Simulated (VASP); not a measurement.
A run of VASP 6.6.1 is set up as follows.

The input POSCAR:

```
Rh
1.0
    0.0000000000      1.8978500000      1.8978500000
    1.8978500000      0.0000000000      1.8978500000
    1.8978500000      1.8978500000      0.0000000000
Rh
1
Direct
    0.0000000000      0.0000000000      0.0000000000
```

File INCAR.step1:

```
ALGO = Normal
EDIFF = 1E-5
EDIFFG = -0.005
ENCUT = 550
GGA = PE
GGA_COMPAT = False
IBRION = 2
ISIF = 3
ISMEAR = 1
LASPH = True
LCHARG = False
LREAL = False
LWAVE = True
NELM = 120
NELMIN = 4
NSW = 100
PREC = Accurate
SIGMA = 0.1
```

File INCAR.step2:

```
ALGO = Normal
EDIFF = 1E-7
EDIFFG = -0.02
ENCUT = 550
GGA_COMPAT = False
IBRION = 2
ISIF = 3
ISMEAR = 1
ISTART = 1
LASPH = True
LCHARG = False
LMIXTAU = True
LREAL = False
LWAVE = False
METAGGA = R2SCAN
NELM = 120
NELMIN = 4
NSW = 50
PREC = Accurate
SIGMA = 0.1
```

Contents of KPOINTS:

```
k-points
0
Gamma
  10 10 10
```

Potentials or basis: VASP PAW PBE potentials, release 64 (Rh_pv).

Command:

```sh
$ cat potpaw_PBE.64/Rh_pv/POTCAR > POTCAR
$ cp INCAR.step1 INCAR
$ mpirun -np 1 vasp_std > vasp.out
$ cp INCAR.step2 INCAR
$ mpirun -np 1 vasp_std > vasp.out
```

Question: What does it give for the relaxed volume?

Answer: 13.77 Å³/atom.

Question: Estimate the space group after relaxing (to 0.1 Å).

Answer: Fm-3m (No. 225).

Question: Estimate the band gap on the k mesh.

Answer: Zero (an odd number of electrons rules out a gap without spin polarisation).

The path:
| step | energy change (eV) | largest force (eV/Å) | pressure (GPa) | volume (Å³) |
| --- | --- | --- | --- | --- |
| 1 | 0.0000 | 0.0000 | 1.98 | 13.67 |
| 2 | 0.0031 | 0.0000 | -4.73 | 14.01 |
| 3 | -0.0006 | 0.0000 | 0.00 | 13.77 |

Caveat: the PAW data sets were made with another functional, which shifts forces and pressure a little. Zero-point motion and thermal expansion aren't in these numbers.
